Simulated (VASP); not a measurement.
A run of VASP 6.6.1:

The input INCAR:

```
SYSTEM = CrGe6Mo2
ALGO = Normal
EDIFF = 1E-7
ENCUT = 520
GGA = PE
ISIF = 2
ISMEAR = 0
LASPH = .True.
LCHARG = .True.
LELF = .True.
LREAL = .False.
LVHAR = .True.
LWAVE = .False.
NBANDS = 72
NELM = 80
PREC = Accurate
SIGMA = 0.1
```

The input KPOINTS:

```
k-points
0
Gamma
  4 4 4
  0 0 0
```

Contents of POSCAR:

```
CrGe6Mo2
1.0
    0.0000000000      4.1121621000      7.0111961000
    2.3388320000      0.0000000000      7.0111961000
    2.3388320000      4.1121621000      0.0000000000
Cr Ge Mo
1 6 2
Direct
    0.0000000000      0.0000000000      0.0000000000
    0.6608100000      0.3391900000      0.6608100000
    0.9965000000      0.6740770000      0.3259230000
    0.3259230000      0.0035000000      0.9965000000
    0.3391900000      0.6608100000      0.3391900000
    0.6740770000      0.9965000000      0.0035000000
    0.0035000000      0.3259230000      0.6740770000
    0.3335760000      0.3335760000      0.6664240000
    0.6664240000      0.6664240000      0.3335760000
```

Potentials or basis: VASP PAW PBE potentials, release 64 (Cr_pv, Ge_d, Mo_sv).

Launch:

```bash
$ cat potpaw_PBE.64/Cr_pv/POTCAR potpaw_PBE.64/Ge_d/POTCAR potpaw_PBE.64/Mo_sv/POTCAR > POTCAR
$ mpirun -np 1 vasp_std > vasp.out
```

Hardware: 1 thread of Intel(R) Xeon(R) 6975P-C (Granite Rapids) (shared host).

Q: Estimate the wall time of this run.

A: Run time: 2.7 min on 1 thread of Intel(R) Xeon(R) 6975P-C (Granite Rapids), on a shared host, peak memory 0.41 GiB. Counts: scf iterations 20, k points 18.
